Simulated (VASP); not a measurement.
# Rb3Zn (I4/mmm) in VASP: single point with revpbe exchange, lda correlation

Aim: the single point of Rb3Zn with revpbe exchange, lda correlation.

All numbers are computed with VASP 6.6.1; they aren't measurements. Logs are shortened: lines on timing, memory, paths and dates and some standing lists are left out, and cuts for length are marked.

### 1 The cell of the first run

The structure is tetragonal, space group I4/mmm (No. 139). The conventional cell has a = 6.279 Å, b = 6.279 Å, c = 12.635 Å, α = 90.00°, β = 90.00°, γ = 90.00°. Within 5.8 Å of Rb (site symmetry -4m2) lie 8 Rb at 4.44 to 4.45 Å and 4 Zn at 4.45 Å. Within 5.8 Å of Rb (site symmetry 4/mmm) lie 4 Zn at 4.44 Å and 8 Rb at 4.45 Å. Zn (site symmetry 4/mmm) has 12 Rb at 4.44 to 4.45 Å within 5.8 Å.

### 2 Single point, revpbe exchange, lda correlation

Contents of INCAR:

```
PREC     = Accurate       # precision mode
ENCUT    = 500            # plane-wave cutoff, eV
EDIFF    = 1E-6           # SCF threshold, eV
ISMEAR   = -1             # smearing method
SIGMA    = 0.1            # smearing width, eV
LREAL    = False          # projectors in reciprocal space
LASPH    = True           # aspherical terms in the spheres
NELM     = 120            # most SCF steps
ALGO     = Normal         # electronic algorithm
ISIF     = 2              # what is computed and relaxed
LWAVE    = False          # write WAVECAR
LCHARG   = False          # write CHGCAR
GGA      = LIBXC          # functional
LIBXC1   = GGA_X_PBE_R  
LIBXC2   = LDA_C_PW     
NBANDS   = 28             # bands
GGA_COMPAT= False
```

Contents of KPOINTS:

```
Automatic mesh
0
Gamma
  4 4 4
  0.5 0.5 0.5
```

Contents of POSCAR:

```
Rb3Zn
1.0
    7.7218217188      0.0000004001      0.0000004890
    2.6154408859      7.2653974172      0.0000004890
   -5.1686315835     -3.6326991063      4.4401886688
Rb Zn
3 1
Direct
    0.7500000000      0.2500000000      0.5000000000
    0.2500000000      0.7500000000      0.5000000000
    0.5000000000      0.5000000000      0.0000000000
    0.0000000000      0.0000000000      0.0000000000
```

Potentials or basis: VASP PAW PBE potentials, release 64 (Rb_sv, Zn).

Command:

```console
$ cat potpaw_PBE.64/Rb_sv/POTCAR potpaw_PBE.64/Zn/POTCAR > POTCAR
$ mpirun -np 1 vasp_std > vasp.out
```

OUTCAR:

```text
PREC = Accurate
   ENCUT = 500
   EDIFF = 1E-6
   ISMEAR = -1
   LREAL = False
   LASPH = True
   NELM = 120
   ISIF = 2
   GGA = LIBXC

 ion  position               nearest neighbor table
   1  0.750  0.250  0.500-   2 4.44   2 4.44   2 4.44   2 4.44   3 4.45   3 4.45   3 4.45   3 4.45

   2  0.250  0.750  0.500-   1 4.44   1 4.44   1 4.44   1 4.44   3 4.45   3 4.45   3 4.45   3 4.45

   3  0.500  0.500  0.000-   2 4.45   1 4.45   1 4.45   2 4.45   2 4.45   1 4.45   1 4.45   2 4.45

   4  0.000  0.000  0.000-

  LATTYP: Found a body centered tetragonal cell.
 ALAT       =     6.2793757264
 C/A-ratio  =     2.0121539042

  Lattice vectors:

 A1 = (   7.7218217188,   0.0000004001,   0.0000004890)
 A2 = (   2.6154408859,   7.2653974172,   0.0000004890)
 A3 = (  -5.1686315835,  -3.6326991063,   4.4401886688)

Analysis of symmetry for initial positions (statically):
=====================================================================
 Subroutine PRICEL returns:
 Original cell was already a primitive cell.

 Routine SETGRP: Setting up the symmetry group for a
 body centered tetragonal supercell.

 Subroutine GETGRP returns: Found 16 space group operations
 (whereof 16 operations were pure point group operations)
 out of a pool of 16 trial point group operations.

The static configuration has the point symmetry D_4h.

Analysis of symmetry for dynamics (positions and initial velocities):
=====================================================================
 Subroutine PRICEL returns:
 Original cell was already a primitive cell.

 Routine SETGRP: Setting up the symmetry group for a
 body centered tetragonal supercell.

 Subroutine GETGRP returns: Found 16 space group operations
 (whereof 16 operations were pure point group operations)
 out of a pool of 16 trial point group operations.

The dynamic configuration has the point symmetry D_4h.

 Subroutine INISYM returns: Found 16 space group operations
 (whereof 16 operations are pure point group operations),
 and found     1 'primitive' translations

----------------------------------------------------------------------------------------

                                     Primitive cell

  volume of cell :     249.1039

  direct lattice vectors                    reciprocal lattice vectors
     7.721821719  0.000000400  0.000000489     0.129503115 -0.046619307  0.112607821
     2.615440886  7.265397417  0.000000489    -0.000000014  0.137638717  0.112607821
    -5.168631583 -3.632699106  4.440188669    -0.000000014 -0.000000010  0.225215630

  length of vectors
     7.721821719  7.721821719  7.721821719     0.177834018  0.177834018  0.225215630

  position of ions in fractional coordinates (direct lattice)
     0.750000000  0.250000000  0.500000000
     0.250000000  0.750000000  0.500000000
     0.500000000  0.500000000  1.000000000
     0.000000000  0.000000000  0.000000000

  ion indices of the primitive-cell ions
   primitive index   ion index
                 1           1
                 2           2
                 3           3
                 4           4

----------------------------------------------------------------------------------------

 KPOINTS: Automatic mesh

Automatic generation of k-mesh.
 Grid dimensions read from file:
 generate k-points for:    4    4    4

 Generating k-lattice:

  Cartesian coordinates                     Fractional coordinates (reciprocal lattice)
     0.032375779 -0.011654827  0.028151955     0.250000000  0.000000000 -0.000000000
    -0.000000004  0.034409679  0.028151955     0.000000000  0.250000000 -0.000000000
    -0.000000004 -0.000000003  0.056303908     0.000000000 -0.000000000  0.250000000

  Length of vectors
     0.044458504  0.044458504  0.056303908

  Shift w.r.t. Gamma in fractional coordinates (k-lattice)
     0.500000000  0.500000000  0.500000000

 Subroutine IBZKPT returns following result:
 ===========================================

 Found     11 irreducible k-points:

 Following reciprocal coordinates:
            Coordinates               Weight
  0.125000  0.125000  0.125000      8.000000
  0.375000  0.125000  0.125000      8.000000
 -0.125000  0.125000  0.125000      4.000000
  0.375000  0.375000  0.125000      4.000000
 -0.375000  0.375000  0.125000      8.000000
 -0.125000  0.375000  0.125000      8.000000
 -0.375000 -0.375000  0.125000      8.000000
 -0.125000 -0.375000  0.125000      8.000000
 -0.125000 -0.125000  0.125000      2.000000
 -0.375000  0.375000  0.375000      4.000000
 -0.375000 -0.375000  0.375000      2.000000
   k-points           NKPTS =     11   k-points in BZ     NKDIM =     11   number of bands    NBANDS=     28
   number of dos      NEDOS =    301   number of ions     NIONS =      4
   total plane-waves  NPLWV = 175616
   dimension x,y,z NGX =    56 NGY =   56 NGZ =   56
   dimension x,y,z NGXF=   112 NGYF=  112 NGZF=  112
   ions per type =               3   1
   NGX,Y,Z   is equivalent  to a cutoff of  12.06, 12.06, 12.06 a.u.
   NGXF,Y,Z  is equivalent  to a cutoff of  24.11, 24.11, 24.11 a.u.
 SYSTEM =  unknown system
   PREC   = accura    normal or accurate (medium, high low for compatibility)
   ISTART =      0    job   : 0-new  1-cont  2-samecut
   ICHARG =      2    charge: 1-file 2-atom 10-const
   ISPIN  =      1    spin polarized calculation?
   LNONCOLLINEAR =      F non collinear calculations
   LSORBIT =      F    spin-orbit coupling
   LASPH  =      T    aspherical Exc in radial PAW
   ENCUT  =  500.0 eV  36.75 Ry    6.06 a.u.  14.08 14.08 14.08*2*pi/ulx,y,z
   NELM   =    120;   NELMIN=  2; NELMDL= -5     # of ELM steps
   EDIFF  = 0.1E-05   stopping-criterion for ELM
   LREAL  =      F    real-space projection
   EDIFFG = 0.1E-04   stopping-criterion for IOM
   NSW    =      0    number of steps for IOM
   IBRION =     -1    ionic relax: 0-MD 1-quasi-New 2-CG
   NFREE  =      0    steps in history (QN), initial steepest desc. (CG)
   ISIF   =      2    stress and relaxation
   ISYM   =      2    0-nonsym 1-usesym 2-fastsym
   POTIM  = 0.5000    time-step for ionic-motion
   TEBEG  =    0.0;   TEEND  =   0.0 temperature during run
   PSTRESS=    0.0 pullay stress
   NELECT =      39.0000    total number of electrons
   NUPDOWN=      -1.0000    fix difference up-down
   EMIN   =  10.00;   EMAX   =-10.00  energy-range for DOS
   EFERMI =   0.00;   METHOD = LEGACY
   ISMEAR =    -1;   SIGMA  =   0.10  broadening in eV -4-tet -1-fermi 0-gaus
   EFERMI_NEDOS =   21; number of points for ismear=-14 and -15
   IALGO  =     38    algorithm
   IMIX   =      4    mixing-type and parameters
     AMIX     =   0.40;   BMIX     =  1.00
     AMIX_MAG =   1.60;   BMIX_MAG =  1.00
  volume/ion in A,a.u.               =      62.28       420.26
  Fermi-wavevector in a.u.,A,eV,Ry     =   0.882340  1.667382 10.592470  0.778525
  Thomas-Fermi vector in A             =   2.002959
   LORBIT       =      0    0 simple, 1 ext, 2 COOP (PROOUT), +10 PAW based schemes
   GGA     = LIBXC    functional components
   LHFCALC =     F    Hartree Fock is set to
   AEXX    =    0.0000 exact exchange contribution
   IVDW    =     0    specifies the selected vdW correction
   LEPSILON=     F    determine dielectric tensor
   LRPA    =     F    only Hartree local field effects (RPA)
 non-spin polarized calculation
  energy-cutoff  :      500.00
  volume of cell :      249.10
 maximum number of plane-waves:      6354
   NGX = 29   NGY = 29   NGZ = 29

 number of electron      38.9999995 magnetization

 Free energy of the ion-electron system (eV)
  ---------------------------------------------------
  ext. energy  EPLUGINS =         0.00000000
  ---------------------------------------------------
  free energy    TOTEN  =        -1.50341960 eV

  energy without entropy =       -1.38284931  energy(sigma->0) =       -1.44313445

 E-fermi :   0.7173     XC(G=0):  -6.0661

 val. band max:        0.6592268564   @ k =  -0.3750  -0.3750   0.1250
 cond. band min:       0.7720326793   @ k =  -0.3750  -0.3750   0.1250
 fundamental gap:      0.1128058228
 Fermi energy:         0.7173352419

 k-point     1 :       0.1250    0.1250    0.1250
  band No.  band energies     occupation
      1     -28.6685      2.00000
      2     -28.6194      2.00000
      3     -28.6131      2.00000
      4     -12.8477      2.00000
      5     -12.7685      2.00000
      6     -12.7664      2.00000
[... 20 lines left out ...]
     27       3.5141      0.00000
     28       3.6762      0.00000

 k-point     2 :       0.3750    0.1250    0.1250
  band No.  band energies     occupation
      1     -28.6679      2.00000
      2     -28.6167      2.00000
      3     -28.6164      2.00000
      4     -12.8463      2.00000
      5     -12.7791      2.00000
      6     -12.7714      2.00000
[... 20 lines left out ...]
     27       3.7086      0.00000
     28       4.0593      0.00000

 k-point     3 :      -0.1250    0.1250    0.1250
  band No.  band energies     occupation
      1     -28.6692      2.00000
      2     -28.6203      2.00000
      3     -28.6117      2.00000
      4     -12.8401      2.00000
      5     -12.7530      2.00000
      6     -12.7448      2.00000
[... 20 lines left out ...]
     27       3.1165      0.00000
     28       3.4134      0.00000

 k-point     4 :       0.3750    0.3750    0.1250
  band No.  band energies     occupation
      1     -28.6677      2.00000
      2     -28.6166      2.00000
      3     -28.6166      2.00000
      4     -12.8671      2.00000
      5     -12.7878      2.00000
      6     -12.7862      2.00000
[... 175 lines left out ...]
     27       3.1169      0.00000
     28       3.1169      0.00000

 k-point    10 :      -0.3750    0.3750    0.3750
  band No.  band energies     occupation
      1     -28.6678      2.00000
      2     -28.6217      2.00000
      3     -28.6116      2.00000
      4     -12.7928      2.00000
      5     -12.7923      2.00000
      6     -12.7888      2.00000
[... 20 lines left out ...]
     27       3.5334      0.00000
     28       3.8361      0.00000

 k-point    11 :      -0.3750   -0.3750    0.3750
  band No.  band energies     occupation
      1     -28.6681      2.00000
      2     -28.6235      2.00000
      3     -28.6096      2.00000
      4     -12.8045      2.00000
      5     -12.8045      2.00000
      6     -12.7893      2.00000
[... 20 lines left out ...]
     27       3.1545      0.00000
     28       3.3284      0.00000

------------------------ aborting loop because EDIFF is reached ----------------------------------------

  FORCE on cell =-STRESS in cart. coord.  units (eV):
  Direction    XX          YY          ZZ          XY          YZ          ZX
  --------------------------------------------------------------------------------------
  -------------------------------------------------------------------------------------
  Total        1.5303125      1.5118071      1.4937422      0.0257029      0.0000000      0.0000000
  in kB        9.8426060      9.7235838      9.6073943      0.1653152      0.0000000      0.0000000
  external PRESSURE =       9.7245280 kB  Pullay stress =       0.0000000 kB

 VOLUME and BASIS-vectors are now :
 -----------------------------------------------------------------------------
  energy-cutoff  :      500.00
  volume of cell :      249.10
      direct lattice vectors                 reciprocal lattice vectors
     7.721821719  0.000000400  0.000000489     0.129503115 -0.046619307  0.112607821
     2.615440886  7.265397417  0.000000489    -0.000000014  0.137638717  0.112607821
    -5.168631583 -3.632699106  4.440188669    -0.000000014 -0.000000010  0.225215630

 POSITION                                       TOTAL-FORCE (eV/Angst)
 -----------------------------------------------------------------------------------
      3.86091      0.00000      2.22009        -0.000000      0.000000      0.000000
      1.30772      3.63270      2.22009         0.000000     -0.000000     -0.000000
      5.16863      3.63270      0.00000        -0.000000      0.000000     -0.000000
      0.00000      0.00000      0.00000        -0.000000      0.000000     -0.000000
 -----------------------------------------------------------------------------------
    total drift:                                0.000000      0.000000     -0.000000

  FREE ENERGIE OF THE ION-ELECTRON SYSTEM (eV)
  ---------------------------------------------------
  free  energy   TOTEN  =        -1.5034195975 eV

  energy  without entropy=       -1.3828493092  energy(sigma->0) =       -1.44313445
```

It took 55 s on 1 thread of Intel Xeon 6975P-C (Granite Rapids), shared host; peak memory 0.44 GiB.

Results:

```
Free energy            : -1.5034 eV
Pressure               : 1.0 GPa
Band gap on the k mesh : zero (an odd number of electrons rules out a gap without spin polarisation)
```

Caveat: the PAW data sets were made with another functional, which shifts forces and pressure a little.
